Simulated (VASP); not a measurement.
# Sn (I4_1/amd) in VASP: single point with PBE

Aim: the single point of Sn with PBE.

Everything below comes from runs of VASP 6.6.1. Logs are shortened: lines on timing, memory, paths and dates and some standing lists are left out, and cuts for length are marked.

### 1 The cell of the first run

Symmetry: I4_1/amd, No. 141, tetragonal system. The conventional cell has a = 4.516 Å, b = 4.516 Å, c = 6.706 Å, α = 90.00°, β = 90.00°, γ = 90.00°. Within 3.7 Å of Sn (site symmetry -4m2) lie 4 Sn at 2.81 Å.

### 2 Single point, PBE

The input, INCAR:

```
SYSTEM = Sn
PREC = Accurate
ENCUT = 520
EDIFF = 1E-7
ISMEAR = 0
SIGMA = 0.15
LREAL = .False.
LASPH = .True.
NELM = 60
ALGO = Fast
ISIF = 2
LWAVE = .False.
LCHARG = .False.
GGA = PE
NBANDS = 21
```

The input, KPOINTS:

```
regular mesh
0
Gamma
  14 14 14
  0 0 0
```

The input, POSCAR:

```
Sn
1.0
    0.0000000000      3.1932424573      3.3529045801
    3.1932424573      0.0000000000      3.3529045801
    3.1932424573      3.1932424573      0.0000000000
Sn
2
Direct
    0.5000000000      0.5000000000      0.5000000000
    0.7500000000      0.7500000000      0.7500000000
```

Potentials or basis: VASP PAW PBE potentials, release 64 (Sn_d).

Command:

```sh
cat potpaw_PBE.64/Sn_d/POTCAR > POTCAR
mpirun -np 1 vasp_std > vasp.out
```

OUTCAR:

```text
SYSTEM = Sn
   PREC = Accurate
   ENCUT = 520
   EDIFF = 1E-7
   ISMEAR = 0
   LREAL = .False.
   LASPH = .True.
   NELM = 60
   ISIF = 2
   GGA = PE

 ion  position               nearest neighbor table
   1  0.500  0.500  0.500-   2 2.81   2 2.81   2 2.81   2 2.81
   2  0.750  0.750  0.750-   1 2.81   1 2.81   1 2.81   1 2.81

  LATTYP: Found a body centered tetragonal cell.
 ALAT       =     4.5159267911
 C/A-ratio  =     1.4849242405

  Lattice vectors:

 A1 = (  -3.1932424573,   0.0000000000,   3.3529045801)
 A2 = (   3.1932424573,   0.0000000000,   3.3529045801)
 A3 = (   0.0000000000,   3.1932424573,  -3.3529045801)

Analysis of symmetry for initial positions (statically):
=====================================================================
 Subroutine PRICEL returns:
 Original cell was already a primitive cell.

 Routine SETGRP: Setting up the symmetry group for a
 body centered tetragonal supercell.

 Subroutine GETGRP returns: Found 16 space group operations
 (whereof  8 operations were pure point group operations)
 out of a pool of 16 trial point group operations.

The static configuration has the point symmetry D_2d.
 The point group associated with its full space group is D_4h.

Analysis of symmetry for dynamics (positions and initial velocities):
=====================================================================
 Subroutine PRICEL returns:
 Original cell was already a primitive cell.

 Routine SETGRP: Setting up the symmetry group for a
 body centered tetragonal supercell.

 Subroutine GETGRP returns: Found 16 space group operations
 (whereof  8 operations were pure point group operations)
 out of a pool of 16 trial point group operations.

The dynamic configuration has the point symmetry D_2d.
 The point group associated with its full space group is D_4h.

 Subroutine INISYM returns: Found 16 space group operations
 (whereof  8 operations are pure point group operations),
 and found     1 'primitive' translations

----------------------------------------------------------------------------------------

                                     Primitive cell

  volume of cell :      68.3778

  direct lattice vectors                    reciprocal lattice vectors
     0.000000000  3.193242457  3.352904580    -0.156580656  0.156580656  0.149124435
     3.193242457  0.000000000  3.352904580     0.156580656 -0.156580656  0.149124435
     3.193242457  3.193242457  0.000000000     0.156580656  0.156580656 -0.149124435

  length of vectors
     4.630201563  4.630201563  4.515926791     0.266970225  0.266970225  0.266970225

  position of ions in fractional coordinates (direct lattice)
     0.500000000  0.500000000  0.500000000
     0.750000000  0.750000000  0.750000000

  ion indices of the primitive-cell ions
   primitive index   ion index
                 1           1
                 2           2

----------------------------------------------------------------------------------------

 KPOINTS: regular mesh

Automatic generation of k-mesh.
 Grid dimensions read from file:
 generate k-points for:   14   14   14

 Generating k-lattice:

  Cartesian coordinates                     Fractional coordinates (reciprocal lattice)
    -0.011184333  0.011184333  0.010651745     0.071428571 -0.000000000  0.000000000
     0.011184333 -0.011184333  0.010651745    -0.000000000  0.071428571  0.000000000
     0.011184333  0.011184333 -0.010651745     0.000000000  0.000000000  0.071428571

  Length of vectors
     0.019069302  0.019069302  0.019069302

  Shift w.r.t. Gamma in fractional coordinates (k-lattice)
     0.000000000  0.000000000  0.000000000

 Subroutine IBZKPT returns following result:
 ===========================================

 Found    244 irreducible k-points:

 Following reciprocal coordinates:
            Coordinates               Weight
  0.000000  0.000000  0.000000      1.000000
  0.071429 -0.000000  0.000000      8.000000
  0.142857  0.000000  0.000000      8.000000
  0.214286  0.000000  0.000000      8.000000
  0.285714  0.000000  0.000000      8.000000
  0.357143  0.000000  0.000000      8.000000
[... 16 lines left out ...]
  0.214286  0.142857  0.000000      8.000000
  0.285714  0.142857  0.000000      8.000000
 [... further k-points ...]
   k-points           NKPTS =    244   k-points in BZ     NKDIM =    244   number of bands    NBANDS=     21
   number of dos      NEDOS =    301   number of ions     NIONS =      2
   total plane-waves  NPLWV =  46656
   dimension x,y,z NGX =    36 NGY =   36 NGZ =   36
   dimension x,y,z NGXF=    72 NGYF=   72 NGZF=   72
   ions per type =               2
   NGX,Y,Z   is equivalent  to a cutoff of  12.93, 12.93, 13.25 a.u.
   NGXF,Y,Z  is equivalent  to a cutoff of  25.85, 25.85, 26.51 a.u.
 SYSTEM =  Sn
   PREC   = accura    normal or accurate (medium, high low for compatibility)
   ISTART =      0    job   : 0-new  1-cont  2-samecut
   ICHARG =      2    charge: 1-file 2-atom 10-const
   ISPIN  =      1    spin polarized calculation?
   LNONCOLLINEAR =      F non collinear calculations
   LSORBIT =      F    spin-orbit coupling
   LASPH  =      T    aspherical Exc in radial PAW
   ENCUT  =  520.0 eV  38.22 Ry    6.18 a.u.   8.61  8.61  8.40*2*pi/ulx,y,z
   NELM   =     60;   NELMIN=  2; NELMDL= -5     # of ELM steps
   EDIFF  = 0.1E-06   stopping-criterion for ELM
   LREAL  =      F    real-space projection
   EDIFFG = 0.1E-05   stopping-criterion for IOM
   NSW    =      0    number of steps for IOM
   IBRION =     -1    ionic relax: 0-MD 1-quasi-New 2-CG
   NFREE  =      0    steps in history (QN), initial steepest desc. (CG)
   ISIF   =      2    stress and relaxation
   ISYM   =      2    0-nonsym 1-usesym 2-fastsym
   POTIM  = 0.5000    time-step for ionic-motion
   TEBEG  =    0.0;   TEEND  =   0.0 temperature during run
   PSTRESS=    0.0 pullay stress
   NELECT =      28.0000    total number of electrons
   NUPDOWN=      -1.0000    fix difference up-down
   EMIN   =  10.00;   EMAX   =-10.00  energy-range for DOS
   EFERMI =   0.00;   METHOD = LEGACY
   ISMEAR =     0;   SIGMA  =   0.15  broadening in eV -4-tet -1-fermi 0-gaus
   EFERMI_NEDOS =   21; number of points for ismear=-14 and -15
   IALGO  =     68    algorithm
   IMIX   =      4    mixing-type and parameters
     AMIX     =   0.40;   BMIX     =  1.00
     AMIX_MAG =   1.60;   BMIX_MAG =  1.00
  volume/ion in A,a.u.               =      34.19       230.72
  Fermi-wavevector in a.u.,A,eV,Ry     =   1.215689  2.297319 20.108049  1.477900
  Thomas-Fermi vector in A             =   2.351068
   LORBIT       =      0    0 simple, 1 ext, 2 COOP (PROOUT), +10 PAW based schemes
   GGA     = PE    functional components
   LHFCALC =     F    Hartree Fock is set to
   AEXX    =    0.0000 exact exchange contribution
   IVDW    =     0    specifies the selected vdW correction
   LEPSILON=     F    determine dielectric tensor
   LRPA    =     F    only Hartree local field effects (RPA)
 non-spin polarized calculation
 RMM-DIIS sequential band-by-band and
 Gauss-broadening in eV      SIGMA  =   0.15
  energy-cutoff  :      520.00
  volume of cell :       68.38
 maximum number of plane-waves:      1873
   NGX = 17   NGY = 17   NGZ = 17

 number of electron      27.9999995 magnetization

 Free energy of the ion-electron system (eV)
  ---------------------------------------------------
  ext. energy  EPLUGINS =         0.00000000
  ---------------------------------------------------
  free energy    TOTEN  =        -7.63455051 eV

  energy without entropy =       -7.63320099  energy(sigma->0) =       -7.63387575

 E-fermi :   5.6843     XC(G=0):  -8.8757

 val. band max:        5.6278972507   @ k =   0.4286   0.0000   0.0000
 cond. band min:       5.7260416160   @ k =   0.3571   0.0000   0.0000
 fundamental gap:      0.0981443653
 Fermi energy:         5.6842565498

 k-point     1 :       0.0000    0.0000    0.0000
  band No.  band energies     occupation
      1     -16.0545      2.00000
      2     -16.0545      2.00000
      3     -16.0362      2.00000
      4     -15.9921      2.00000
      5     -15.9859      2.00000
      6     -15.7016      2.00000
[... 13 lines left out ...]
     20      13.1443      0.00000
     21      13.4442      0.00000

 k-point     2 :       0.0714   -0.0000    0.0000
  band No.  band energies     occupation
      1     -16.0586      2.00000
      2     -16.0546      2.00000
      3     -16.0397      2.00000
      4     -15.9855      2.00000
      5     -15.9805      2.00000
      6     -15.7058      2.00000
[... 13 lines left out ...]
     20      12.7005      0.00000
     21      13.3903      0.00000

 k-point     3 :       0.1429    0.0000    0.0000
  band No.  band energies     occupation
      1     -16.0677      2.00000
      2     -16.0574      2.00000
      3     -16.0424      2.00000
      4     -15.9714      2.00000
      5     -15.9683      2.00000
      6     -15.7153      2.00000
[... 13 lines left out ...]
     20      12.3676      0.00000
     21      12.8743      0.00000

 k-point     4 :       0.2143    0.0000    0.0000
  band No.  band energies     occupation
      1     -16.0772      2.00000
      2     -16.0635      2.00000
      3     -16.0393      2.00000
      4     -15.9562      2.00000
      5     -15.9547      2.00000
      6     -15.7257      2.00000
[... 13 lines left out ...]
     20      12.4084      0.00000
     21      12.6219      0.00000

 k-point     5 :       0.2857    0.0000    0.0000
  band No.  band energies     occupation
      1     -16.0849      2.00000
      2     -16.0688      2.00000
      3     -16.0342      2.00000
      4     -15.9431      2.00000
      5     -15.9430      2.00000
      6     -15.7356      2.00000
[... 13 lines left out ...]
     20      12.6800      0.00000
     21      12.7048      0.00000

 k-point     6 :       0.3571    0.0000    0.0000
  band No.  band energies     occupation
      1     -16.0903      2.00000
      2     -16.0721      2.00000
      3     -16.0291      2.00000
      4     -15.9349      2.00000
      5     -15.9336      2.00000
      6     -15.7429      2.00000
[... 13 lines left out ...]
     20      13.1310      0.00000
     21      13.2903      0.00000

 k-point     7 :       0.4286    0.0000    0.0000
  band No.  band energies     occupation
      1     -16.0933      2.00000
      2     -16.0737      2.00000
      3     -16.0254      2.00000
      4     -15.9304      2.00000
      5     -15.9283      2.00000
      6     -15.7467      2.00000
[... 13 lines left out ...]
     20      13.7927      0.00000
     21      14.1184      0.00000
[... 291 lines left out ...]
      1     -16.0759      2.00000
      2     -16.0520      2.00000
      3     -16.0411      2.00000
      4     -15.9719      2.00000
      5     -15.9551      2.00000
      6     -15.7281      2.00000
[... 13 lines left out ...]
     20      12.3451      0.00000
     21      12.7921      0.00000

 k-point    21 :      -0.0714    0.0714    0.0000
  band No.  band energies     occupation
      1     -16.0661      2.00000
      2     -16.0496      2.00000
      3     -16.0421      2.00000
      4     -15.9831      2.00000
      5     -15.9699      2.00000
      6     -15.7118      2.00000
[... 13 lines left out ...]
     20      12.7636      0.00000
     21      12.9432      0.00000

 k-point    22 :       0.1429    0.1429    0.0000
  band No.  band energies     occupation
      1     -16.0670      2.00000
      2     -16.0670      2.00000
      3     -16.0551      2.00000
      4     -15.9706      2.00000
      5     -15.9431      2.00000
      6     -15.7596      2.00000
[... 13 lines left out ...]
     20      11.7799      0.00000
     21      14.2010      0.00000

 k-point    23 :       0.2143    0.1429    0.0000
  band No.  band energies     occupation
      1     -16.0754      2.00000
      2     -16.0741      2.00000
      3     -16.0532      2.00000
      4     -15.9606      2.00000
      5     -15.9245      2.00000
      6     -15.7789      2.00000
[... 13 lines left out ...]
     20      12.3886      0.00000
     21      13.9093      0.00000

 k-point    24 :       0.2857    0.1429    0.0000
  band No.  band energies     occupation
      1     -16.0852      2.00000
      2     -16.0821      2.00000
      3     -16.0443      2.00000
      4     -15.9483      2.00000
      5     -15.9080      2.00000
      6     -15.7937      2.00000
[... 13 lines left out ...]
     20      12.9724      0.00000
     21      13.7461      0.00000

 [... further k-points ...]

------------------------ aborting loop because EDIFF is reached ----------------------------------------

  FORCE on cell =-STRESS in cart. coord.  units (eV):
  Direction    XX          YY          ZZ          XY          YZ          ZX
  --------------------------------------------------------------------------------------
  -------------------------------------------------------------------------------------
  Total        1.5579568      1.5579568      0.8945893      0.0000000      0.0000000     -0.0000000
  in kB       36.5048875     36.5048875     20.9613527      0.0000000      0.0000000     -0.0000000
  external PRESSURE =      31.3237092 kB  Pullay stress =       0.0000000 kB

 VOLUME and BASIS-vectors are now :
 -----------------------------------------------------------------------------
  energy-cutoff  :      520.00
  volume of cell :       68.38
      direct lattice vectors                 reciprocal lattice vectors
     0.000000000  3.193242457  3.352904580    -0.156580656  0.156580656  0.149124435
     3.193242457  0.000000000  3.352904580     0.156580656 -0.156580656  0.149124435
     3.193242457  3.193242457  0.000000000     0.156580656  0.156580656 -0.149124435

 POSITION                                       TOTAL-FORCE (eV/Angst)
 -----------------------------------------------------------------------------------
      3.19324      3.19324      3.35290         0.000000      0.000000     -0.000000
      4.78986      4.78986      5.02936        -0.000000     -0.000000      0.000000
 -----------------------------------------------------------------------------------
    total drift:                                0.000000      0.000000      0.000000

  FREE ENERGIE OF THE ION-ELECTRON SYSTEM (eV)
  ---------------------------------------------------
  free  energy   TOTEN  =        -7.6345505069 eV

  energy  without entropy=       -7.6332009943  energy(sigma->0) =       -7.63387575
```

Wall time 10 min (1 thread of Intel Xeon 8259CL, shared host); peak memory 0.41 GiB.

What came out:

```
Free energy            : -7.6346 eV
Pressure               : 3.1 GPa
Band gap on the k mesh : zero (bands 14 and 15 overlap by 0.24 eV)
```

Caveat: the cell stands under pressure; spin-orbit coupling is left out, which moves the levels of the heavy elements.
